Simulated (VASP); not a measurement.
# Cr (Im-3m) in VASP: notebook

Aim: see how the results for Cr move with the level of theory and the settings. Levels: BLYP, PBEsol+U. Tasks: single point.

All numbers are computed with VASP 6.6.1; they aren't measurements. Logs are shortened: lines on timing, memory, paths and dates and some standing lists are left out, and cuts for length are marked.

## Step 1: The cell of the first run

The structure is cubic, space group Im-3m (No. 229). Conventional cell: a = 2.969 Å, b = 2.969 Å, c = 2.969 Å, α = 90.00°, β = 90.00°, γ = 90.00°. Within 3.4 Å of Cr (site symmetry m-3m) lie 14 Cr at 2.57 to 2.97 Å.

## Step 2: Single point, BLYP, collinear spin, ferromagnetic start

Input file POSCAR:

```
Cr
1.0
   -1.4844496776      1.4844496776      1.4844496776
    1.4844496776     -1.4844496776      1.4844496776
    1.4844496776      1.4844496776     -1.4844496776
Cr
1
Direct
    0.0000000000      0.0000000000      0.0000000000
```

Input file INCAR.step1:

```
PREC     = Accurate       # precision mode
ENCUT    = 400            # plane-wave cutoff, eV
EDIFF    = 1E-6           # SCF threshold, eV
ISMEAR   = -1             # smearing method
SIGMA    = 0.05           # smearing width, eV
LREAL    = False          # projectors in reciprocal space
LASPH    = True           # aspherical terms in the spheres
NELM     = 200            # most SCF steps
ALGO     = Normal         # electronic algorithm
ISIF     = 2              # what is computed and relaxed
LWAVE    = False          # write WAVECAR
LCHARG   = True           # write CHGCAR
ISPIN    = 2              # spin polarisation
MAGMOM   = 3              # initial moments
LMAXMIX  = 4              # l up to which the mixer works
GGA      = B5             # functional
ALDAX    = 1.0          
AGGAX    = 1.0          
AGGAC    = 1.0          
ALDAC    = 0.0          
NBANDS   = 16             # bands
GGA_COMPAT= False        
NEDOS    = 2001           # points of the DOS
LORBIT   = 11             # projections on sites
```

Input file KPOINTS.step1:

```
regular mesh
0
Gamma
  7 7 7
```

Input file INCAR.step2:

```
PREC     = Accurate       # precision mode
ENCUT    = 400            # plane-wave cutoff, eV
EDIFF    = 1E-6           # SCF threshold, eV
ISMEAR   = -5             # smearing method
SIGMA    = 0.05           # smearing width, eV
LREAL    = False          # projectors in reciprocal space
LASPH    = True           # aspherical terms in the spheres
NELM     = 200            # most SCF steps
ALGO     = Normal         # electronic algorithm
ISIF     = 2              # what is computed and relaxed
LWAVE    = False          # write WAVECAR
LCHARG   = False          # write CHGCAR
ISPIN    = 2              # spin polarisation
MAGMOM   = 3              # initial moments
LORBIT   = 11             # projections on sites
LMAXMIX  = 4              # l up to which the mixer works
GGA      = B5             # functional
ALDAX    = 1.0          
AGGAX    = 1.0          
AGGAC    = 1.0          
ALDAC    = 0.0          
NEDOS    = 2001           # points of the DOS
ICHARG   = 11             # starting density
GGA_COMPAT= False
```

Input file KPOINTS.step2:

```
regular mesh
0
Gamma
  11 11 11
```

Potentials or basis: VASP PAW PBE potentials, release 64 (Cr_pv).

The run is started by

```sh
$ cat potpaw_PBE.64/Cr_pv/POTCAR > POTCAR
$ cp INCAR.step1 INCAR
$ cp KPOINTS.step1 KPOINTS
$ mpirun -np 1 vasp_std > vasp.out
$ cp INCAR.step2 INCAR
$ cp KPOINTS.step2 KPOINTS
$ mpirun -np 1 vasp_std > vasp.out
```

OUTCAR:

```text
PREC = Accurate
   ENCUT = 400
   EDIFF = 1E-6
   ISMEAR = -5
   LREAL = False
   LASPH = True
   NELM = 200
   ISIF = 2
   ISPIN = 2
   LORBIT = 11
   GGA = B5
   ICHARG = 11

 ion  position               nearest neighbor table
   1  0.000  0.000  0.000-

  LATTYP: Found a body centered cubic cell.
 ALAT       =     2.9688993552

  Lattice vectors:

 A1 = (  -1.4844496776,   1.4844496776,   1.4844496776)
 A2 = (   1.4844496776,  -1.4844496776,   1.4844496776)
 A3 = (   1.4844496776,   1.4844496776,  -1.4844496776)

Analysis of symmetry for initial positions (statically):
=====================================================================
 Subroutine PRICEL returns:
 Original cell was already a primitive cell.

 Routine SETGRP: Setting up the symmetry group for a
 body centered cubic supercell.

 Subroutine GETGRP returns: Found 48 space group operations
 (whereof 48 operations were pure point group operations)
 out of a pool of 48 trial point group operations.

The static configuration has the point symmetry O_h .

Analysis of symmetry for dynamics (positions and initial velocities):
=====================================================================
 Subroutine PRICEL returns:
 Original cell was already a primitive cell.

 Routine SETGRP: Setting up the symmetry group for a
 body centered cubic supercell.

 Subroutine GETGRP returns: Found 48 space group operations
 (whereof 48 operations were pure point group operations)
 out of a pool of 48 trial point group operations.

The dynamic configuration has the point symmetry O_h .

Analysis of structural, dynamic, and magnetic symmetry:
=====================================================================
 Subroutine PRICEL returns:
 Original cell was already a primitive cell.

 Routine SETGRP: Setting up the symmetry group for a
 body centered cubic supercell.

 Subroutine GETGRP returns: Found 48 space group operations
 (whereof 48 operations were pure point group operations)
 out of a pool of 48 trial point group operations.

The overall configuration has the point symmetry O_h .

 Subroutine INISYM returns: Found 48 space group operations
 (whereof 48 operations are pure point group operations),
 and found     1 'primitive' translations

----------------------------------------------------------------------------------------

                                     Primitive cell

  volume of cell :      13.0845

  direct lattice vectors                    reciprocal lattice vectors
    -1.484449678  1.484449678  1.484449678     0.000000000  0.336825160  0.336825160
     1.484449678 -1.484449678  1.484449678     0.336825160  0.000000000  0.336825160
     1.484449678  1.484449678 -1.484449678     0.336825160  0.336825160  0.000000000

  length of vectors
     2.571142263  2.571142263  2.571142263     0.476342709  0.476342709  0.476342709

  position of ions in fractional coordinates (direct lattice)
     0.000000000  0.000000000  0.000000000

  ion indices of the primitive-cell ions
   primitive index   ion index
                 1           1

----------------------------------------------------------------------------------------

 KPOINTS: regular mesh

Automatic generation of k-mesh.
 Grid dimensions read from file:
 generate k-points for:   11   11   11

 Generating k-lattice:

  Cartesian coordinates                     Fractional coordinates (reciprocal lattice)
     0.000000000  0.030620469  0.030620469     0.090909091  0.000000000  0.000000000
     0.030620469  0.000000000  0.030620469     0.000000000  0.090909091  0.000000000
     0.030620469  0.030620469  0.000000000     0.000000000  0.000000000  0.090909091

  Length of vectors
     0.043303883  0.043303883  0.043303883

  Shift w.r.t. Gamma in fractional coordinates (k-lattice)
     0.000000000  0.000000000  0.000000000

 TETIRR: Found   1471 inequivalent tetrahedra from     7986

 Subroutine IBZKPT returns following result:
 ===========================================

 Found     56 irreducible k-points:

 Following reciprocal coordinates:
            Coordinates               Weight
  0.000000  0.000000  0.000000      1.000000
  0.090909  0.000000  0.000000     12.000000
  0.181818  0.000000  0.000000     12.000000
  0.272727  0.000000  0.000000     12.000000
  0.363636  0.000000  0.000000     12.000000
  0.454545  0.000000  0.000000     12.000000
[... 16 lines left out ...]
  0.272727  0.181818  0.090909     48.000000
  0.363636  0.181818  0.090909     24.000000
 [... further k-points ...]
   k-points           NKPTS =     56   k-points in BZ     NKDIM =     56   number of bands    NBANDS=     12
   number of dos      NEDOS =   2001   number of ions     NIONS =      1
   total plane-waves  NPLWV =   5832
   dimension x,y,z NGX =    18 NGY =   18 NGZ =   18
   dimension x,y,z NGXF=    36 NGYF=   36 NGZF=   36
   ions per type =               1
   NGX,Y,Z   is equivalent  to a cutoff of  11.64, 11.64, 11.64 a.u.
   NGXF,Y,Z  is equivalent  to a cutoff of  23.28, 23.28, 23.28 a.u.
 SYSTEM =  unknown system
   PREC   = accura    normal or accurate (medium, high low for compatibility)
   ISTART =      0    job   : 0-new  1-cont  2-samecut
   ICHARG =     11    charge: 1-file 2-atom 10-const
   ISPIN  =      2    spin polarized calculation?
   LNONCOLLINEAR =      F non collinear calculations
   LSORBIT =      F    spin-orbit coupling
   LASPH  =      T    aspherical Exc in radial PAW
   ENCUT  =  400.0 eV  29.40 Ry    5.42 a.u.   4.19  4.19  4.19*2*pi/ulx,y,z
   NELM   =    200;   NELMIN=  2; NELMDL=  0     # of ELM steps
   EDIFF  = 0.1E-05   stopping-criterion for ELM
   LREAL  =      F    real-space projection
   EDIFFG = 0.1E-04   stopping-criterion for IOM
   NSW    =      0    number of steps for IOM
   IBRION =     -1    ionic relax: 0-MD 1-quasi-New 2-CG
   NFREE  =      0    steps in history (QN), initial steepest desc. (CG)
   ISIF   =      2    stress and relaxation
   ISYM   =      2    0-nonsym 1-usesym 2-fastsym
   POTIM  = 0.5000    time-step for ionic-motion
   TEBEG  =    0.0;   TEEND  =   0.0 temperature during run
   PSTRESS=    0.0 pullay stress
   NELECT =      12.0000    total number of electrons
   NUPDOWN=      -1.0000    fix difference up-down
   EMIN   =  10.00;   EMAX   =-10.00  energy-range for DOS
   EFERMI =   0.00;   METHOD = LEGACY
   ISMEAR =    -5;   SIGMA  =   0.05  broadening in eV -4-tet -1-fermi 0-gaus
   EFERMI_NEDOS =   21; number of points for ismear=-14 and -15
   IALGO  =     38    algorithm
   IMIX   =      4    mixing-type and parameters
     AMIX     =   0.40;   BMIX     =  1.00
     AMIX_MAG =   1.60;   BMIX_MAG =  1.00
  volume/ion in A,a.u.               =      13.08        88.30
  Fermi-wavevector in a.u.,A,eV,Ry     =   1.590559  3.005721 34.421077  2.529878
  Thomas-Fermi vector in A             =   2.689235
   LORBIT       =     11    0 simple, 1 ext, 2 COOP (PROOUT), +10 PAW based schemes
   GGA     = B5    functional components
   LHFCALC =     F    Hartree Fock is set to
   AEXX    =    0.0000 exact exchange contribution
   IVDW    =     0    specifies the selected vdW correction
   LEPSILON=     F    determine dielectric tensor
   LRPA    =     F    only Hartree local field effects (RPA)
 spin polarized calculation
 Fermi weights with tetrahedron method with Bloechl corrections
  energy-cutoff  :      400.00
  volume of cell :       13.08
 maximum number of plane-waves:       247
 NGX is ok and might be reduce to    18

 number of electron      12.0000018 magnetization       0.0014088

 Free energy of the ion-electron system (eV)
  ---------------------------------------------------
  ext. energy  EPLUGINS =         0.00000000
  ---------------------------------------------------
  free energy    TOTEN  =        -8.25230382 eV

  energy without entropy =       -8.25230382  energy(sigma->0) =       -8.25230382

 E-fermi :   9.7708     XC(G=0): -12.4009

 val. band max:        9.9343318857   @ k =   0.4545   0.0909   0.0000
 cond. band min:       9.7345762467   @ k =  -0.1818   0.1818   0.1818
 fundamental gap:     -0.1997556390
 Fermi energy:         9.7708376648

 spin component 1

 k-point     1 :       0.0000    0.0000    0.0000
  band No.  band energies     occupation
      1     -32.9259      1.00000
      2     -32.9259      1.00000
      3     -32.9259      1.00000
      4       2.5617      1.00000
      5       8.9614      1.00000
      6       8.9614      1.00000
      7       8.9614      1.00000
      8      10.7735      0.00000
      9      10.7735      0.00000
     10      16.5482      0.00000
     11      31.3068      0.00000
     12      31.3068      0.00000

 k-point     2 :       0.0909    0.0000    0.0000
  band No.  band energies     occupation
      1     -32.9775      1.00000
      2     -32.9424      1.00000
      3     -32.9261      1.00000
      4       2.8858      1.00000
      5       8.8493      1.00000
      6       8.9417      1.00000
      7       9.1669      1.01780
      8      10.6568      0.00000
      9      10.7818      0.00000
     10      16.5480      0.00000
     11      30.3182      0.00000
     12      31.1171      0.00000
[... 316 lines left out ...]
 k-point    24 :       0.3636    0.1818    0.0909
  band No.  band energies     occupation
      1     -33.4354      1.00000
      2     -33.2045      1.00000
      3     -33.0241      1.00000
      4       6.9540      1.00000
      5       7.6122      1.00000
      6       8.7558      1.00392
      7      10.8935      0.00000
      8      11.0694      0.00000
      9      15.4400      0.00000
     10      16.5472      0.00000
     11      18.4159      0.00000
     12      22.2083      0.00000

 [... further k-points ...]

 spin component 2

 k-point     1 :       0.0000    0.0000    0.0000
  band No.  band energies     occupation
      1     -32.9244      1.00000
      2     -32.9244      1.00000
      3     -32.9244      1.00000
      4       2.5619      1.00000
      5       8.9628      1.00000
      6       8.9628      1.00000
      7       8.9628      1.00000
      8      10.7744      0.00000
      9      10.7744      0.00000
     10      16.5503      0.00000
     11      31.3069      0.00000
     12      31.3069      0.00000

 k-point     2 :       0.0909    0.0000    0.0000
  band No.  band energies     occupation
      1     -32.9760      1.00000
      2     -32.9409      1.00000
      3     -32.9246      1.00000
      4       2.8860      1.00000
      5       8.8507      1.00000
      6       8.9431      1.00000
      7       9.1683      1.01782
      8      10.6578      0.00000
      9      10.7828      0.00000
     10      16.5501      0.00000
     11      30.3184      0.00000
     12      31.1171      0.00000
[... 316 lines left out ...]
 k-point    24 :       0.3636    0.1818    0.0909
  band No.  band energies     occupation
      1     -33.4339      1.00000
      2     -33.2030      1.00000
      3     -33.0226      1.00000
      4       6.9550      1.00000
      5       7.6134      1.00000
      6       8.7567      1.00394
      7      10.8946      0.00000
      8      11.0704      0.00000
      9      15.4409      0.00000
     10      16.5493      0.00000
     11      18.4168      0.00000
     12      22.2088      0.00000

 [... further k-points ...]

------------------------ aborting loop because EDIFF is reached ----------------------------------------

  FORCE on cell =-STRESS in cart. coord.  units (eV):
  Direction    XX          YY          ZZ          XY          YZ          ZX
  --------------------------------------------------------------------------------------
  -------------------------------------------------------------------------------------
  Total       -2.5419399     -2.5419399     -2.5419399     -0.0000000      0.0000000     -0.0000000
  in kB     -311.2572112   -311.2572112   -311.2572112     -0.0000000      0.0000000     -0.0000000
  external PRESSURE =    -311.2572112 kB  Pullay stress =       0.0000000 kB

 VOLUME and BASIS-vectors are now :
 -----------------------------------------------------------------------------
  energy-cutoff  :      400.00
  volume of cell :       13.08
      direct lattice vectors                 reciprocal lattice vectors
    -1.484449678  1.484449678  1.484449678     0.000000000  0.336825160  0.336825160
     1.484449678 -1.484449678  1.484449678     0.336825160  0.000000000  0.336825160
     1.484449678  1.484449678 -1.484449678     0.336825160  0.336825160  0.000000000

 POSITION                                       TOTAL-FORCE (eV/Angst)
 -----------------------------------------------------------------------------------
      0.00000      0.00000      0.00000        -0.000000     -0.000000     -0.000000
 -----------------------------------------------------------------------------------
    total drift:                                0.000000     -0.000000      0.000000

  FREE ENERGIE OF THE ION-ELECTRON SYSTEM (eV)
  ---------------------------------------------------
  free  energy   TOTEN  =        -8.2523038195 eV

  energy  without entropy=       -8.2523038195  energy(sigma->0) =       -8.25230382

 total charge

# of ion       s       p       d       tot
------------------------------------------
    1        0.370   6.331   4.129  10.830

 magnetization (x)

# of ion       s       p       d       tot
------------------------------------------
    1       -0.000  -0.000   0.000   0.000
```

Wall time 15 s (1 thread of AMD EPYC 9R45 (Zen 5), shared host); peak memory 0.09 GiB.

Results:

```
Net moment                                            : 0.00 μB per cell
Valence electrons inside the program's atomic spheres : Cr 10.83
```

Levels at points of the mesh, in eV from the Fermi level:
Spin up:
```csv
k point,band 2,band 3,band 4,band 5,band 6,band 7,band 8,band 9,band 10,band 11
"(0.00, 0.00, 0.00)",-42.70,-42.70,-7.21,-0.81,-0.81,-0.81,1.00,1.00,6.78,21.54
```
Spin down:
```tsv
k point	band 3	band 4	band 5	band 6	band 7	band 8	band 9	band 10
(0.00, 0.00, 0.00)	-42.70	-7.21	-0.81	-0.81	-0.81	1.00	1.00	6.78
```

Caveat: the k points lie up to 0.43 Å⁻¹ apart; an empty level that is flat over the whole mesh can mark a ghost state of the potentials, or a narrow d or f band; the PAW data sets were made with another functional, which shifts forces and pressure a little; tetrahedron occupations give inexact forces and stress in metals.

(Part 1 of 3 ends here.)
